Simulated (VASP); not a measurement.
Write the native input for VASP 6.6.1 that does the following.

```yaml
Task: single point
Functional: PBEsol
Potentials_or_basis: VASP PAW PBE potentials, release 64 (Hf_pv, Si, O)
Cutoff: 520 eV
k_mesh: 2 × 2 × 2
Occupations: gaussian, width 0.02 eV
Spin: no spin polarisation
Dipole_correction: no
Further_INCAR_settings: LREAL = Auto; ALGO = Normal; EDIFF = 1e-07; NBANDS = 138
```

The structure of HfSiO4 lies in POSCAR:

```
HfSiO4
1.0
    0.0000000000      6.5820233920      0.0000000000
    6.5820233920      0.0000000000      0.0000000000
   -3.2910116960     -3.2910116960     -8.9492009003
Hf Si O
6 6 24
Direct
    0.3333333333      0.3333333333      0.6666666667
    1.0000000000      1.0000000000      1.0000000000
    0.6666666667      0.6666666667      0.3333333333
    0.7500000000      0.2500000000      0.5000000000
    0.4166666667      0.9166666667      0.8333333333
    0.0833333333      0.5833333333      0.1666666667
    0.2500000000      0.7500000000      0.5000000000
    0.9166666667      0.4166666667      0.8333333333
    0.5833333333      0.0833333333      0.1666666667
    0.1666666667      0.1666666667      0.3333333333
    0.8333333333      0.8333333333      0.6666666667
    0.5000000000      0.5000000000      0.0000000000
    0.7091666672      0.8939583162      0.7879166324
    0.3758333339      0.5606249829      0.1212499658
    0.0425000006      0.2272916496      0.4545832991
    0.3106249829      0.9954166319      0.6212499658
    0.9772916496      0.6620832986      0.9545832991
    0.6439583162      0.3287499652      0.2879166324
    0.3106249829      0.6258333339      0.6212499658
    0.9772916496      0.2925000006      0.9545832991
    0.6439583162      0.9591666672      0.2879166324
    0.4120832986      0.2272916496      0.4545832991
    0.0787499652      0.8939583162      0.7879166324
    0.7454166319      0.5606249829      0.1212499658
    0.7727083504      0.5879167014      0.5454167009
    0.4393750171      0.2545833681      0.8787500342
    0.1060416838      0.9212500348      0.2120833676
    0.3741666661      0.6893750171      0.3787500342
    0.0408333328      0.3560416838      0.7120833676
    0.7074999994      0.0227083504      0.0454167009
    0.0045833681      0.6893750171      0.3787500342
    0.6712500348      0.3560416838      0.7120833676
    0.3379167014      0.0227083504      0.0454167009
    0.1060416838      0.2908333328      0.2120833676
    0.7727083504      0.9574999994      0.5454167009
    0.4393750171      0.6241666661      0.8787500342
```

One way to write it, as run:

INCAR

```
  PREC = Accurate
  ENCUT = 520
  EDIFF = 1E-7
  ISMEAR = 0
  SIGMA = 0.02
  LREAL = Auto
  LASPH = True
  NELM = 60
  ALGO = Normal
  ISIF = 2
  LWAVE = False
  LCHARG = True
  GGA = PS
  LELF = True
  LVHAR = True
  NBANDS = 138
```

KPOINTS

```
regular mesh
0
Gamma
  2 2 2
```

Potentials or basis: VASP PAW PBE potentials, release 64 (Hf_pv, Si, O).

Run with:

```bash
$ cat potpaw_PBE.64/Hf_pv/POTCAR potpaw_PBE.64/Si/POTCAR potpaw_PBE.64/O/POTCAR > POTCAR
$ mpirun -np 1 vasp_std > vasp.out
```

Results of the run:

```yaml
Pressure: -1.4 GPa
Largest_force: 0.220 eV/Å
Band_gap_on_the_k_mesh: 5.34 eV
```

Caveat: the k points lie up to 0.51 Å⁻¹ apart; the PAW data sets were made with another functional, which shifts forces and pressure a little; spin-orbit coupling is left out, which moves the levels of the heavy elements.

Wall time 8.7 min on 1 thread of Intel(R) Xeon(R) Platinum 8259CL CPU @ 2.50GHz (Skylake/Cascade Lake), on a shared host, peak memory 0.53 GiB.
